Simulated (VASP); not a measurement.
WS2: single point with PBEsol

The system is WS2.

```
W S
1.0
     1.53163    0.88429    6.34823
    -1.53163    0.88429    6.34823
     0.00000   -1.76857    6.34823
W S
1 2
Direct
  0.00000 0.00000 0.00000
  0.75030 0.75030 0.75030
  0.58100 0.58100 0.58100
```

This cell differs from its parent crystal: strain -0.030 along x and y, +0.030 along z.

```
Program                : VASP 6.6.1
Task                   : single point
Functional             : PBEsol
Potentials or basis    : VASP PAW PBE potentials, release 64 (W_sv, S)
Cutoff                 : 520 eV
k mesh                 : 12 × 12 × 12
Occupations            : gaussian, width 0.05 eV
Spin                   : no spin polarisation
Dipole correction      : no
Further INCAR settings : ALGO = Normal; EDIFF = 1e-07; NBANDS = 20
```

| Property | Result |
| --- | --- |
| Pressure | 4.6 GPa |
| Largest force | 0.642 eV/Å |
| Band gap on the k mesh | 1.18 eV (least direct gap 2.34 eV) |

Forces on the atoms (eV/Å):
```
W    0.000  0.000 -0.642
S    0.000  0.000  0.056
S    0.000  0.000  0.586
```

Stress tensor (GPa, compression positive):
```
 7.96  0.00  0.00
 0.00  7.96  0.00
 0.00  0.00 -2.21
```

Levels at points of the mesh, in eV from the valence-band top:
```tsv
k point	band 9	band 10	band 11	band 12	band 13	band 14	band 15	band 16	band 17	band 18
(0.00, 0.00, 0.00)	-2.81	-1.65	-1.48	-1.48	-1.30	2.89	2.89	3.11	3.11	5.67
(0.50, 0.00, 0.00)	-5.03	-3.55	-2.48	-1.42	-1.06	3.04	3.24	4.11	4.43	5.19
(0.50, 0.50, 0.00)	-4.77	-3.49	-3.04	-1.23	-1.19	3.21	3.22	3.79	4.85	5.62
(0.50, 0.50, 0.50)	-2.82	-2.82	-1.45	-1.45	0.00	2.93	2.93	3.04	3.04	5.88
```

Run time: 8.2 min on 1 thread of Intel(R) Xeon(R) Platinum 8488C (Sapphire Rapids) (shared host), peak memory 0.45 GiB.

Caveat: the cell differs from its parent crystal (strain -0.030 along x and y, +0.030 along z); the cell stands under pressure; the PAW data sets were made with another functional, which shifts forces and pressure a little; spin-orbit coupling is left out, which moves the levels of the heavy elements. A k mesh can miss the band edges.
